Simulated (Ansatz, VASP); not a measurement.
## Two plane-wave programs on ZnCd2Se3

INCAR

```
SYSTEM = ZnCd2Se3
PREC = Accurate
ENCUT = 600
EDIFF = 1E-6
ISMEAR = 0
SIGMA = 0.1
LREAL = .FALSE.
LASPH = .TRUE.
NELM = 80
ALGO = Normal
ISIF = 3
LWAVE = .FALSE.
LCHARG = .FALSE.
GGA = PE
IBRION = 2
NSW = 100
EDIFFG = -0.01
```

KPOINTS

```
regular mesh
0
G
  6 6 10
  0 0 0
```

File POSCAR:

```
ZnCd2Se3
1.0
    6.7541778460      0.0000000000      0.0000000000
   -3.3770889230      5.8492895963      0.0000000000
    0.0000000000      0.0000000000      4.1074640538
Zn Cd Se
1 2 3
Direct
    0.0000000000      0.0000000000      0.5000000000
    0.6666666667      0.3333333333      0.5000000000
    0.3333333333      0.6666666667      0.5000000000
    0.0000000000      0.5000000000      0.0000000000
    0.5000000000      0.5000000000      0.0000000000
    0.5000000000      0.0000000000      0.0000000000
```

Input for Ansatz:

```yaml
crystal:
  lattice:
    - [6.754177846, 0.0, 0.0]
    - [-3.377088923, 5.8492895963, 0.0]
    - [0.0, 0.0, 4.1074640538]
  atoms:
    - { symbol: Zn, position: [0.0, 0.0, 0.5] }
    - { symbol: Cd, position: [0.6666666667, 0.3333333333, 0.5] }
    - { symbol: Cd, position: [0.3333333333, 0.6666666667, 0.5] }
    - { symbol: Se, position: [0.0, 0.5, 0.0] }
    - { symbol: Se, position: [0.5, 0.5, 0.0] }
    - { symbol: Se, position: [0.5, 0.0, 0.0] }
basis:
  ecutwfc: 420
kpoints:
  mp_grid: { grid: [6, 6, 10] }
hamiltonian:
  xc: pbe
scf:
  occupations: { method: gaussian, width: 0.1 }
output:
  forces: true
  stress: true
  eigenvalues: true
  write_density: true
  write_potential: true
  elf: true
  volumetric_format: npy
relax:
  adjacent_minimum: "off"
  f_tol: 0.01
  max_steps: 80
  cell: { stress_tol: 0.05 }
```

Change from the starting cell: species swapped into the DyB2Rh3 type (P6/mmm, No. 191).

Alike in both runs: task relaxation of cell and atoms; functional PBE; k mesh 6 × 6 × 10; occupations gaussian, width 0.1 eV; no spin polarisation.

|  | VASP | Ansatz |
| --- | --- | --- |
| version | VASP 6.6.1 | Ansatz 0.2.0 |
| potentials or method | VASP PAW PBE potentials, release 64 (Zn, Cd, Se), cutoff 600 eV | scalar-relativistic, plane waves, PAW |
| valence electrons in the cell | 54 | 100 |

Ansatz gave:

* gap on the k mesh at the Fermi level, each at its own relaxed structure (eV): none
* relaxed volume (Å³/atom): 27.48
* relaxed cell length with the largest relative difference (Å): 4.014

Task: Which values does VASP return?

Result: gap on the k mesh at the Fermi level, each at its own relaxed structure (eV): none; relaxed volume (Å³/atom): 27.61; relaxed cell length with the largest relative difference (Å): 4.022.

A gap of «none» marks a metal or a gap that the smearing closes. VASP's potentials hold 54 valence electrons a cell and Ansatz's 100, so a difference there can come from the potentials and not from the codes.
